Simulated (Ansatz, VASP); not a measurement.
# Sr in VASP and in Ansatz

```
Sr
1.0
     1.84069    3.18816    0.00000
    -1.84069    3.18816    0.00000
     0.00000    0.00000    5.73638
Sr
2
Cartesian
  0.0000 2.1254 1.4341
  0.0000 4.2509 4.3023
```

Alike in both runs: task single point; functional r2SCAN; k mesh 11 × 11 × 6; no spin polarisation.

|  | VASP | Ansatz |
| --- | --- | --- |
| version | VASP 6.6.1 | Ansatz 0.2.0 |
| potentials or method | VASP PAW PBE potentials, release 64 (Sr_sv), cutoff 520 eV | PAW plane waves |
| occupations | fermi-dirac, width 0.1 eV | fermi-dirac |
| valence electrons in the cell | 20 | 20 |

```csv
,VASP,Ansatz,Ansatz less VASP
pressure (GPa),12.5,12.5,-0.08
"traceless stress, the component that is largest in VASP (GPa)",1.85,1.85,+0.005
```

VASP's potentials were made for PBE, not for r2SCAN. Ansatz's warnings: structure snapped to symmetry.
